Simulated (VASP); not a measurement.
Write the native input for VASP 6.6.1 that does the following.

| Item | Value |
| --- | --- |
| Task | single point |
| Functional | PBE |
| Potentials or basis | VASP PAW PBE potentials, release 64 (Zn, S) |
| Cutoff | 520 eV |
| k mesh | 12 × 12 × 2 |
| Occupations | gaussian, width 0.05 eV |
| Spin | no spin polarisation |
| Dipole correction | no |
| Further INCAR settings | ALGO = Normal; EDIFF = 1e-06; NBANDS = 46 |

The structure of ZnS lies in POSCAR:

```
ZnS
1.0
    3.7313217401      0.0000000000      0.0000000000
   -1.8656608700      3.2314194166      0.0000000000
    0.0000000000      0.0000000000     12.2125182732
Zn S
4 4
Direct
    0.0000000000      0.0000000000      0.0000503469
    0.0000000000      0.0000000000      0.5000503469
    0.3333333333      0.6666666667      0.2500245137
    0.6666666667      0.3333333333      0.7500245137
    0.0000000000      0.0000000000      0.1872896978
    0.0000000000      0.0000000000      0.6872896978
    0.3333333333      0.6666666667      0.4376354415
    0.6666666667      0.3333333333      0.9376354415
```

This cell differs from its parent crystal: strain -0.030 along x and y, -0.030 along z.

One way to write it, as run:

INCAR

```
SYSTEM = ZnS
PREC = Accurate
ENCUT = 520
EDIFF = 1E-6
ISMEAR = 0
SIGMA = 0.05
LREAL = .FALSE.
LASPH = .TRUE.
NELM = 100
ALGO = Normal
ISIF = 2
LWAVE = .FALSE.
LCHARG = .TRUE.
GGA = PE
LELF = .TRUE.
LVHAR = .TRUE.
NBANDS = 46
```

KPOINTS

```
regular mesh
0
G
  12 12 2
  0 0 0
```

Potentials or basis: VASP PAW PBE potentials, release 64 (Zn, S).

Command:

```console
$ cat potpaw_PBE.64/Zn/POTCAR potpaw_PBE.64/S/POTCAR > POTCAR
$ mpirun -np 1 vasp_std > vasp.out
```

Results of the run:

```json
{"Pressure": "8.0 GPa", "Largest force": "0.021 eV/Å", "Band gap on the k mesh": "2.47 eV"}
```

Caveat: the cell differs from its parent crystal (strain -0.030 along x and y, -0.030 along z); the cell stands under pressure.

Wall time 3.5 min on 1 thread of Intel(R) Xeon(R) Platinum 8488C (Sapphire Rapids), with other jobs on the host, peak memory 0.37 GiB.
